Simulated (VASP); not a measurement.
# AlN (vib) (Fm-3m) in VASP: vibrations by perturbation theory with LDA

Aim: the vibrations by perturbation theory of AlN (vib) with LDA.

Everything below comes from runs of VASP 6.6.1. Logs are shortened: lines on timing, memory, paths and dates and some standing lists are left out, and cuts for length are marked.

### 1 The cell of the first run

Symmetry: Fm-3m, No. 225, cubic system. Conventional cell: a = 4.011 Å, b = 4.011 Å, c = 4.011 Å, α = 90.00°, β = 90.00°, γ = 90.00°. Within 2.7 Å of Al (site symmetry m-3m) lie 6 N at 2.01 Å. Within 2.7 Å of N (site symmetry m-3m) lie 6 Al at 2.01 Å.

### 2 Vibrations by perturbation theory, LDA

Input file INCAR:

```
PREC = Accurate
ENCUT = 600
EDIFF = 1E-8
ISMEAR = 0
SIGMA = 0.01
LREAL = False
LASPH = True
NELM = 120
ALGO = Normal
ISIF = 2
LWAVE = False
LCHARG = False
NBANDS = 11
IBRION = 8
NSW = 1
LEPSILON = True
GGA_COMPAT = False
```

Input file KPOINTS:

```
regular mesh
0
Gamma
  8 8 8
```

Input file POSCAR:

```
AlN
1.0
    0.0000000000      2.0054656061      2.0054656061
    2.0054656061      0.0000000000      2.0054656061
    2.0054656061      2.0054656061      0.0000000000
Al N
1 1
Direct
    0.5000000000      0.5000000000      0.5000000000
    0.0000000000      0.0000000000      0.0000000000
```

Potentials or basis: VASP PAW LDA potentials, release 64 (Al, N).

Launch:

```
$ cat potpaw_LDA.64/Al/POTCAR potpaw_LDA.64/N/POTCAR > POTCAR
$ mpirun -np 1 vasp_std > vasp.out
```

OUTCAR:

```text
PREC = Accurate
   ENCUT = 600
   EDIFF = 1E-8
   ISMEAR = 0
   LREAL = False
   LASPH = True
   NELM = 120
   ISIF = 2
   IBRION = 8
   NSW = 1
   LEPSILON = True

 ion  position               nearest neighbor table
   1  0.500  0.500  0.500-   2 2.01   2 2.01   2 2.01   2 2.01   2 2.01   2 2.01
   2  0.000  0.000  0.000-   1 2.01   1 2.01   1 2.01   1 2.01   1 2.01   1 2.01

  LATTYP: Found a face centered cubic cell.
 ALAT       =     4.0109312122

  Lattice vectors:

 A1 = (   0.0000000000,   2.0054656061,   2.0054656061)
 A2 = (   2.0054656061,   0.0000000000,   2.0054656061)
 A3 = (   2.0054656061,   2.0054656061,   0.0000000000)

Analysis of symmetry for initial positions (statically):
=====================================================================
 Subroutine PRICEL returns:
 Original cell was already a primitive cell.

 Routine SETGRP: Setting up the symmetry group for a
 face centered cubic supercell.

 Subroutine GETGRP returns: Found 48 space group operations
 (whereof 48 operations were pure point group operations)
 out of a pool of 48 trial point group operations.

The static configuration has the point symmetry O_h .

Analysis of symmetry for dynamics (positions and initial velocities):
=====================================================================
 Subroutine PRICEL returns:
 Original cell was already a primitive cell.

 Routine SETGRP: Setting up the symmetry group for a
 face centered cubic supercell.

 Subroutine GETGRP returns: Found 48 space group operations
 (whereof 48 operations were pure point group operations)
 out of a pool of 48 trial point group operations.

The dynamic configuration has the point symmetry O_h .

 Subroutine INISYM returns: Found 48 space group operations
 (whereof 48 operations are pure point group operations),
 and found     1 'primitive' translations

----------------------------------------------------------------------------------------

                                     Primitive cell

  volume of cell :      16.1315

  direct lattice vectors                    reciprocal lattice vectors
     0.000000000  2.005465606  2.005465606    -0.249318661  0.249318661  0.249318661
     2.005465606  0.000000000  2.005465606     0.249318661 -0.249318661  0.249318661
     2.005465606  2.005465606  0.000000000     0.249318661  0.249318661 -0.249318661

  length of vectors
     2.836156659  2.836156659  2.836156659     0.431832588  0.431832588  0.431832588

  position of ions in fractional coordinates (direct lattice)
     0.500000000  0.500000000  0.500000000
     0.000000000  0.000000000  0.000000000

  ion indices of the primitive-cell ions
   primitive index   ion index
                 1           1
                 2           2

----------------------------------------------------------------------------------------

 KPOINTS: regular mesh

Automatic generation of k-mesh.
[... 486 lines left out ...]
           0.000000     5.279751     0.000000
          -0.000000     0.000000     5.279751
 ------------------------------------------------------

 Free energy of the ion-electron system (eV)
  ---------------------------------------------------
  ---------------------------------------------------
  free energy    TOTEN  =        -0.19219709 eV

  energy without entropy =       -0.19219709

------------------------ aborting loop because EDIFF is reached ----------------------------------------

--------------------------------------- Ionic step        2  -------------------------------------------

------------------------ aborting loop because EDIFF is reached ----------------------------------------

--------------------------------------- Ionic step        3  -------------------------------------------

------------------------ aborting loop because EDIFF is reached ----------------------------------------

 PIEZOELECTRIC TENSOR FIELD DIRECTION 3  (e Angst)
 -----------------------------------------------------------------------------
     0.00019  0.00000 -0.00000           ( -0.00001  0.00000 -0.00000)
     0.00000  0.00019  0.00000           (  0.00000 -0.00001  0.00000)
    -0.00000  0.00000 -0.00073           ( -0.00000  0.00000 -0.00001)

 PIEZOELECTRIC TENSOR FIELD DIRECTION 3  (C/m^2)
 -----------------------------------------------------------------------------
     0.00019  0.00000 -0.00000
     0.00000  0.00019  0.00000
    -0.00000  0.00000 -0.00072

--------------------------------------- Ionic step        4  -------------------------------------------

------------------------ aborting loop because EDIFF is reached ----------------------------------------

[... ionic steps 5 to 6 ...]

--------------------------------------- Ionic step        7  -------------------------------------------

 Free energy of the ion-electron system (eV)
  ---------------------------------------------------
  ---------------------------------------------------
  free energy    TOTEN  =        -0.23343532 eV

  energy without entropy =       -0.23343532

------------------------ aborting loop because EDIFF is reached ----------------------------------------

 INTERNAL STRAIN TENSOR  FOR ION    2  DIRECTION 1   (eV/Angst):
 -----------------------------------------------------------------------------
    -0.02364 -0.00000  0.00000
    -0.00000  0.01537  0.00000
    -0.00000  0.00000  0.01537

 MACROSCOPIC STATIC DIELECTRIC TENSOR (including local field effects in DFT)
 ------------------------------------------------------
           5.061536     0.000000     0.000000
           0.000000     5.061536    -0.000000
          -0.000000    -0.000000     5.061536
 ------------------------------------------------------

 PIEZOELECTRIC TENSOR (including local field effects)  for field in x, y, z        (e  Angst)
          XX          YY          ZZ          XY          YZ          ZX
  --------------------------------------------------------------------------------
  x     0.00000     0.00000     0.00000     0.00000     0.00000     0.00000
  y     0.00000     0.00000     0.00000     0.00000     0.00000     0.00000
  z     0.00000     0.00000     0.00000     0.00000     0.00000     0.00000

 PIEZOELECTRIC TENSOR (including local field effects)  for field in x, y, z        (C/m^2)
          XX          YY          ZZ          XY          YZ          ZX
  --------------------------------------------------------------------------------
  x     0.00000     0.00000     0.00000     0.00000     0.00000     0.00000
  y     0.00000     0.00000     0.00000     0.00000     0.00000     0.00000
  z     0.00000     0.00000     0.00000     0.00000     0.00000     0.00000

 BORN EFFECTIVE CHARGES (including local field effects) (in |e|, cummulative output)
 ---------------------------------------------------------------------------------
 ion    1
    1     2.94067     0.00000    -0.00000
    2     0.00000     2.94067    -0.00000
    3     0.00000     0.00000     2.94067
 ion    2
    1    -2.94067    -0.00000     0.00000
    2    -0.00000    -2.94067     0.00000
    3    -0.00000    -0.00000    -2.94067

 INTERNAL STRAIN TENSOR FOR ION    2 for displacements in x,y,z  (eV/Angst):
          X           Y           Z          XY          YZ          ZX
  --------------------------------------------------------------------------------
  x     0.00000     0.00000     0.00000     0.00000     0.00000     0.00000
  y     0.00000     0.00000     0.00000     0.00000     0.00000     0.00000
  z     0.00000     0.00000     0.00000     0.00000     0.00000     0.00000

 SECOND DERIVATIVES (NOT SYMMETRIZED)
 ------------------------------------
               1X          1Y          1Z          2X          2Y          2Z
  1X    -7.962012    0.000000    0.000000    7.962012    0.000000    0.000000
  1Y     0.000000   -7.962012    0.000000    0.000000    7.962012    0.000000
  1Z     0.000000    0.000000   -7.962012    0.000000    0.000000    7.962012
  2X     7.963965    0.000000    0.000000   -7.963965    0.000000    0.000000
  2Y     0.000000    7.963965    0.000000    0.000000   -7.963965    0.000000
  2Z     0.000000    0.000000    7.963965    0.000000    0.000000   -7.963965

 Eigenvectors and eigenvalues of the dynamical matrix
 ----------------------------------------------------

   1 f  =   14.530656 THz    91.298807 2PiTHz  484.690527 cm-1    60.093939 meV
             X         Y         Z           dx          dy          dz
      2.005466  2.005466  2.005466     0.000000    0.000000   -0.584451
      0.000000  0.000000  0.000000     0.000000    0.000000    0.811429
[... 21 lines left out ...]
   6 f/i=    0.000845 THz     0.005310 2PiTHz    0.028191 cm-1     0.003495 meV
             X         Y         Z           dx          dy          dz
      2.005466  2.005466  2.005466    -0.002068    0.230110    0.778115
      0.000000  0.000000  0.000000    -0.001489    0.165742    0.560455

--------------------------------------------------------------------------------------------------------

 MACROSCOPIC STATIC DIELECTRIC TENSOR IONIC CONTRIBUTION
 ------------------------------------------------------
          12.181674    -0.000000     0.000000
          -0.000000    12.181674    -0.000000
           0.000000    -0.000000    12.181674
 ------------------------------------------------------

 ELASTIC MODULI CONTR FROM IONIC RELAXATION (kBar)
 Direction    XX          YY          ZZ          XY          YZ          ZX
 --------------------------------------------------------------------------------
 XX           0.0000      0.0000      0.0000      0.0000      0.0000      0.0000
 YY           0.0000      0.0000      0.0000      0.0000      0.0000      0.0000
 ZZ           0.0000      0.0000      0.0000      0.0000      0.0000      0.0000
 XY           0.0000      0.0000      0.0000      0.0000      0.0000      0.0000
 YZ           0.0000      0.0000      0.0000      0.0000      0.0000      0.0000
 ZX           0.0000      0.0000      0.0000      0.0000      0.0000      0.0000
 --------------------------------------------------------------------------------

 PIEZOELECTRIC TENSOR IONIC CONTR  for field in x, y, z        (C/m^2)
          XX          YY          ZZ          XY          YZ          ZX
  --------------------------------------------------------------------------------
  x     0.00000     0.00000     0.00000     0.00000     0.00000     0.00000
  y     0.00000     0.00000     0.00000     0.00000     0.00000     0.00000
  z     0.00000     0.00000     0.00000     0.00000     0.00000     0.00000
```

Run time: 2.8 min. Hardware: 1 thread of Intel Xeon 8259CL, shared host; peak memory 0.16 GiB.

What came out:

- Electronic dielectric tensor (diagonal): 5.06
- Born charges (mean of the diagonal): Al +2.94; N -2.94 e
- Highest phonon frequency at Γ, LO-TO splitting left out: 485 cm⁻¹

Phonon frequencies in cm⁻¹ (negative: imaginary):
```tsv
q point	frequencies
(0.000, 0.000, 0.000)	0 0 0 485 485 485
```

Electronic dielectric tensor:
```
5.06 0.00 0.00
0.00 5.06 0.00
0.00 0.00 5.06
```

Born effective charge tensors (e):
atom 1, Al
```
2.94 0.00 0.00
0.00 2.94 0.00
0.00 0.00 2.94
```
atom 2, N
```
-2.94  0.00  0.00
 0.00 -2.94  0.00
 0.00  0.00 -2.94
```
